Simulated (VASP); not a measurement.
The system is Be.

```
Be
1.0
    -1.13298    1.81023    3.09704
     1.13298   -1.81023    3.09704
     1.13298    1.81023   -3.09704
Be
3
Cartesian
  0.0000 0.0000 1.2171
  0.0000 0.0000 4.9770
  0.0000 1.8102 0.0000
```

The cell was generated, and may not be a known phase.

| Quantity | Value |
| --- | --- |
| Program | VASP 6.6.1 |
| Task | relaxation of cell and atoms |
| Functional | PBE |
| Potentials or basis | VASP PAW PBE potentials, release 64 (Be) |
| Cutoff | 600 eV |
| k mesh | 8 × 8 × 8 |
| Occupations | gaussian, width 0.1 eV |
| Spin | no spin polarisation |

At the start: pressure 0.6 GPa; volume 8.47 Å³/atom.

Question: Where does the relaxation end?

Answer: Over 6 steps the energy falls by 4.9 meV/atom and the volume is 8.57 Å³/atom (+1.2 %); space group Immm (No. 71, to 0.1 Å) before and after.

Step by step:
| step | energy change (eV) | largest force (eV/Å) | pressure (GPa) | volume (Å³) |
| --- | --- | --- | --- | --- |
| 1 | 0.0000 | 0.0230 | 0.65 | 25.41 |
| 2 | -0.0128 | 0.0171 | 0.60 | 25.53 |
| 3 | -0.0142 | 0.0237 | 0.63 | 25.62 |
| 4 | -0.0145 | 0.0241 | 0.62 | 25.59 |
| 5 | -0.0145 | 0.0241 | 0.61 | 25.59 |
| 6 | -0.0148 | 0.0155 | 0.05 | 25.72 |

Final structure:
```
CELL_PARAMETERS angstrom
-1.16176 1.79250 3.08822
1.16176 -1.79250 3.08822
1.16176 1.79250 -3.08822
ATOMIC_POSITIONS crystal
Be 0.19642 0.19642 0.00000
Be 0.80358 0.80358 0.00000
Be 0.50000 0.00000 0.50000
```

Caveat: the k points lie up to 0.36 Å⁻¹ apart in the final cell, too coarse for converged energies and pressures of a metal.
